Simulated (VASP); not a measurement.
# PbO (Fm-3m) in VASP: a series of runs

Runs on PbO. Level: PBEsol. Tasks: single point, elastic constants.

Everything below comes from runs of VASP 6.6.1. Logs are shortened: lines on timing, memory, paths and dates and some standing lists are left out, and cuts for length are marked.

## Step 1: The cell of the first run

Symmetry: Fm-3m, No. 225, cubic system. The conventional cell has a = 5.178 Å, b = 5.178 Å, c = 5.178 Å, α = 90.00°, β = 90.00°, γ = 90.00°. Within 3.4 Å of Pb (site symmetry m-3m) lie 6 O at 2.59 Å. O (site symmetry m-3m) has 6 Pb at 2.59 Å within 3.4 Å.

## Step 2: Single point, PBEsol

POSCAR reads:

```
PbO
1.0
    0.0000000000      2.5887820589      2.5887820589
    2.5887820589      0.0000000000      2.5887820589
    2.5887820589      2.5887820589      0.0000000000
Pb O
1 1
Direct
    0.5000000000      0.5000000000      0.5000000000
    0.0000000000      0.0000000000      0.0000000000
```

INCAR.step1 reads:

```
  ALGO = Normal
  EDIFF = 1E-6
  ENCUT = 520
  GGA = PS
  ISIF = 2
  ISMEAR = 0
  LASPH = T
  LCHARG = T
  LREAL = F
  LWAVE = F
  NBANDS = 17
  NELM = 100
  PREC = Accurate
  SIGMA = 0.05
```

KPOINTS.step1 reads:

```
k-points
0
Gamma
  10 10 10
```

INCAR.step2 reads:

```
  ALGO = Normal
  EDIFF = 1E-6
  ENCUT = 520
  GGA = PS
  ICHARG = 11
  ISIF = 2
  ISMEAR = -5
  LASPH = T
  LCHARG = F
  LORBIT = 11
  LREAL = F
  LWAVE = F
  NEDOS = 1001
  NELM = 100
  PREC = Accurate
  SIGMA = 0.05
```

KPOINTS.step2 reads:

```
k-points
0
Gamma
  15 15 15
```

Potentials or basis: VASP PAW PBE potentials, release 64 (Pb_d, O).

Command:

```
> cat potpaw_PBE.64/Pb_d/POTCAR potpaw_PBE.64/O/POTCAR > POTCAR
> cp INCAR.step1 INCAR
> cp KPOINTS.step1 KPOINTS
> mpirun -np 1 vasp_std > vasp.out
> cp INCAR.step2 INCAR
> cp KPOINTS.step2 KPOINTS
> mpirun -np 1 vasp_std > vasp.out
```

OUTCAR:

```text
EDIFF = 1E-6
   ENCUT = 520
   GGA = PS
   ICHARG = 11
   ISIF = 2
   ISMEAR = -5
   LASPH = T
   LORBIT = 11
   LREAL = F
   NELM = 100
   PREC = Accurate

 ion  position               nearest neighbor table
   1  0.500  0.500  0.500-   2 2.59   2 2.59   2 2.59   2 2.59   2 2.59   2 2.59
   2  0.000  0.000  0.000-   1 2.59   1 2.59   1 2.59   1 2.59   1 2.59   1 2.59

  LATTYP: Found a face centered cubic cell.
 ALAT       =     5.1775641178

  Lattice vectors:

 A1 = (   0.0000000000,   2.5887820589,   2.5887820589)
 A2 = (   2.5887820589,   0.0000000000,   2.5887820589)
 A3 = (   2.5887820589,   2.5887820589,   0.0000000000)

Analysis of symmetry for initial positions (statically):
=====================================================================
 Subroutine PRICEL returns:
 Original cell was already a primitive cell.

 Routine SETGRP: Setting up the symmetry group for a
 face centered cubic supercell.

 Subroutine GETGRP returns: Found 48 space group operations
 (whereof 48 operations were pure point group operations)
 out of a pool of 48 trial point group operations.

The static configuration has the point symmetry O_h .

Analysis of symmetry for dynamics (positions and initial velocities):
=====================================================================
 Subroutine PRICEL returns:
 Original cell was already a primitive cell.

 Routine SETGRP: Setting up the symmetry group for a
 face centered cubic supercell.

 Subroutine GETGRP returns: Found 48 space group operations
 (whereof 48 operations were pure point group operations)
 out of a pool of 48 trial point group operations.

The dynamic configuration has the point symmetry O_h .

 Subroutine INISYM returns: Found 48 space group operations
 (whereof 48 operations are pure point group operations),
 and found     1 'primitive' translations

----------------------------------------------------------------------------------------

                                     Primitive cell

  volume of cell :      34.6990

  direct lattice vectors                    reciprocal lattice vectors
     0.000000000  2.588782059  2.588782059    -0.193141017  0.193141017  0.193141017
     2.588782059  0.000000000  2.588782059     0.193141017 -0.193141017  0.193141017
     2.588782059  2.588782059  0.000000000     0.193141017  0.193141017 -0.193141017

  length of vectors
     3.661090698  3.661090698  3.661090698     0.334530055  0.334530055  0.334530055

  position of ions in fractional coordinates (direct lattice)
     0.500000000  0.500000000  0.500000000
     0.000000000  0.000000000  0.000000000
[... 98 lines left out ...]
     AMIX     =   0.40;   BMIX     =  1.00
     AMIX_MAG =   1.60;   BMIX_MAG =  1.00
  volume/ion in A,a.u.               =      17.35       117.08
  Fermi-wavevector in a.u.,A,eV,Ry     =   1.362425  2.574610 25.255168  1.856202
  Thomas-Fermi vector in A             =   2.488916
   LORBIT       =     11    0 simple, 1 ext, 2 COOP (PROOUT), +10 PAW based schemes
   GGA     = PS    functional components
   LHFCALC =     F    Hartree Fock is set to
   AEXX    =    0.0000 exact exchange contribution
   IVDW    =     0    specifies the selected vdW correction
   LEPSILON=     F    determine dielectric tensor
   LRPA    =     F    only Hartree local field effects (RPA)
 non-spin polarized calculation
 Fermi weights with tetrahedron method with Bloechl corrections
  energy-cutoff  :      520.00
  volume of cell :       34.70
 maximum number of plane-waves:       951

 number of electron      19.9999997 magnetization

 Free energy of the ion-electron system (eV)
  ---------------------------------------------------
  ext. energy  EPLUGINS =         0.00000000
  ---------------------------------------------------
  free energy    TOTEN  =       -11.09394496 eV

  energy without entropy =      -11.09394496  energy(sigma->0) =      -11.09394496

 E-fermi :   6.7567     XC(G=0): -11.0222

 val. band max:        6.7551024850   @ k =  -0.4667   0.0667   0.0000
 cond. band min:       7.0406822191   @ k =  -0.4667   0.0667   0.0000
 fundamental gap:      0.2855797340
 Fermi energy:         6.7566848055

 k-point     1 :       0.0000    0.0000    0.0000
  band No.  band energies     occupation
      1     -11.1261      2.00000
      2      -9.6183      2.00000
      3      -9.6183      2.00000
      4      -9.6183      2.00000
      5      -9.4981      2.00000
      6      -9.4981      2.00000
      7      -0.8036      2.00000
      8       4.1487      2.00000
      9       4.1487      2.00000
     10       4.1487      2.00000
     11      15.1969      0.00000
     12      15.1969      0.00000
     13      15.1969      0.00000
     14      16.8593      0.00000
[... 377 lines left out ...]
      1     -10.9537      2.00000
      2      -9.6418      2.00000
      3      -9.5715      2.00000
      4      -9.5706      2.00000
      5      -9.4815      2.00000
      6      -9.4765      2.00000
      7      -1.1614      2.00000
      8       3.9570      2.00000
      9       3.9720      2.00000
     10       5.1915      2.00000
     11      11.4323      0.00000
     12      13.5069      0.00000
     13      13.8079      0.00000
     14      15.4498      0.00000

 [... further k-points ...]

------------------------ aborting loop because EDIFF is reached ----------------------------------------

  FORCE on cell =-STRESS in cart. coord.  units (eV):
  Direction    XX          YY          ZZ          XY          YZ          ZX
  --------------------------------------------------------------------------------------
  -------------------------------------------------------------------------------------
  Total       -0.0353341     -0.0353341     -0.0353341      0.0000000      0.0000000      0.0000000
  in kB       -1.6315042     -1.6315042     -1.6315042      0.0000000      0.0000000      0.0000000
  external PRESSURE =      -1.6315042 kB  Pullay stress =       0.0000000 kB

 VOLUME and BASIS-vectors are now :
 -----------------------------------------------------------------------------
  energy-cutoff  :      520.00
  volume of cell :       34.70
      direct lattice vectors                 reciprocal lattice vectors
     0.000000000  2.588782059  2.588782059    -0.193141017  0.193141017  0.193141017
     2.588782059  0.000000000  2.588782059     0.193141017 -0.193141017  0.193141017
     2.588782059  2.588782059  0.000000000     0.193141017  0.193141017 -0.193141017

 POSITION                                       TOTAL-FORCE (eV/Angst)
 -----------------------------------------------------------------------------------
      2.58878      2.58878      2.58878         0.000000      0.000000      0.000000
      0.00000      0.00000      0.00000         0.000000      0.000000      0.000000
 -----------------------------------------------------------------------------------
    total drift:                                0.000000      0.000000      0.000000

  FREE ENERGIE OF THE ION-ELECTRON SYSTEM (eV)
  ---------------------------------------------------
  free  energy   TOTEN  =       -11.0939449608 eV

  energy  without entropy=      -11.0939449608  energy(sigma->0) =      -11.09394496

 total charge

# of ion       s       p       d       tot
------------------------------------------
    1        1.481   0.484   9.862  11.827
    2        1.586   3.281   0.000   4.867
--------------------------------------------------
tot          3.067   3.765   9.862  16.694
```

OUTCAR.step1:

```text
EDIFF = 1E-6
   ENCUT = 520
   GGA = PS
   ISIF = 2
   ISMEAR = 0
[... 701 lines left out ...]
 -----------------------------------------------------------------------------------
      2.58878      2.58878      2.58878         0.000000      0.000000      0.000000
      0.00000      0.00000      0.00000        -0.000000     -0.000000     -0.000000
 -----------------------------------------------------------------------------------
    total drift:                                0.000000      0.000000      0.000000

  FREE ENERGIE OF THE ION-ELECTRON SYSTEM (eV)
  ---------------------------------------------------
  free  energy   TOTEN  =       -11.0948135564 eV

  energy  without entropy=      -11.0948135564  energy(sigma->0) =      -11.09481356
```

OSZICAR.step1:

```text
N       E                     dE             d eps       ncg     rms          rms(c)
DAV:   1     0.155266359767E+03    0.15527E+03   -0.10302E+04  1606   0.144E+03
DAV:   2    -0.178073268896E+01   -0.15705E+03   -0.14984E+03  1710   0.341E+02
DAV:   3    -0.127635179719E+02   -0.10983E+02   -0.10889E+02  1900   0.931E+01
DAV:   4    -0.129774672525E+02   -0.21395E+00   -0.21368E+00  2129   0.134E+01
DAV:   5    -0.129822680214E+02   -0.48008E-02   -0.48002E-02  2216   0.207E+00    0.787E+00
DAV:   6    -0.113990072127E+02    0.15833E+01   -0.13329E+01  2230   0.264E+01    0.489E+00
DAV:   7    -0.111186294516E+02    0.28038E+00   -0.18670E+00  2016   0.109E+01    0.143E+00
DAV:   8    -0.111278996002E+02   -0.92701E-02   -0.37802E-01  1816   0.570E+00    0.131E+00
DAV:   9    -0.110946886901E+02    0.33211E-01   -0.47299E-02  2008   0.252E+00    0.170E-01
DAV:  10    -0.110952130274E+02   -0.52434E-03   -0.55608E-03  1882   0.562E-01    0.175E-01
DAV:  11    -0.110948251751E+02    0.38785E-03   -0.13838E-03  1746   0.259E-01    0.270E-02
DAV:  12    -0.110948135730E+02    0.11602E-04   -0.27381E-05  2266   0.564E-02    0.468E-03
DAV:  13    -0.110948135564E+02    0.16551E-07   -0.10747E-06  1533   0.111E-02
   1 F= -.11094814E+02 E0= -.11094814E+02  d E =-.123234E-10
```

Wall time 37 s (1 thread of Intel Xeon Platinum 8488C (Sapphire Rapids), shared host); peak memory 0.19 GiB.

Results:

```
Valence electrons inside the program's atomic spheres : Pb 11.83; O 4.87
```

Caveat: the PAW data sets were made with another functional, which shifts forces and pressure a little; spin-orbit coupling is left out, which moves the levels of the heavy elements.

## Step 3: Elastic constants, PBEsol

INCAR reads:

```
SYSTEM = PbO
  ALGO = Normal
  EDIFF = 1E-8
  ENCUT = 600
  GGA = PS
  IBRION = 6
  ISIF = 3
  ISMEAR = 0
  LASPH = .TRUE.
  LCHARG = .FALSE.
  LREAL = .FALSE.
  LWAVE = .FALSE.
  NBANDS = 17
  NELM = 100
  NFREE = 2
  NSW = 1
  POTIM = 0.015
  PREC = Accurate
  SIGMA = 0.05
```

KPOINTS reads:

```
k-points
0
G
  10 10 10
  0 0 0
```

POSCAR is that of step 2.

Potentials or basis: VASP PAW PBE potentials, release 64 (Pb_d, O).

Command:

```
> cat potpaw_PBE.64/Pb_d/POTCAR potpaw_PBE.64/O/POTCAR > POTCAR
> mpirun -np 1 vasp_std > vasp.out
```

Run time: 19 min. Hardware: 1 thread of Intel Xeon Platinum 8488C (Sapphire Rapids), shared host; peak memory 0.45 GiB.

Results (log left out):

- Elastic constants C11, C12, C44: 179, 59, 29 GPa
- Voigt bulk modulus: 99 GPa
- Highest phonon frequency at Γ, LO-TO splitting left out: 0 cm⁻¹
- Most unstable mode: 121i cm⁻¹

Phonon frequencies in cm⁻¹ (negative: imaginary):
| q point | frequencies |
| --- | --- |
| (0.000, 0.000, 0.000) | -121 -121 -121 0 0 0 |

Elastic tensor in Voigt notation (GPa, in the Cartesian axes of the cell as first typed):
```
179  59  59   0   0   0
 59 179  59   0   0   0
 59  59 179   0   0   0
  0   0   0  29   0   0
  0   0   0   0  29   0
  0   0   0   0   0  29
```

Clamped-ion elastic tensor (GPa):
```
179  59  59   0   0   0
 59 179  59   0   0   0
 59  59 179   0   0   0
  0   0   0  29   0   0
  0   0   0   0  29   0
  0   0   0   0   0  29
```

Caveat: some modes are imaginary; the PAW data sets were made with another functional, which shifts forces and pressure a little; spin-orbit coupling is left out, which moves the levels of the heavy elements.
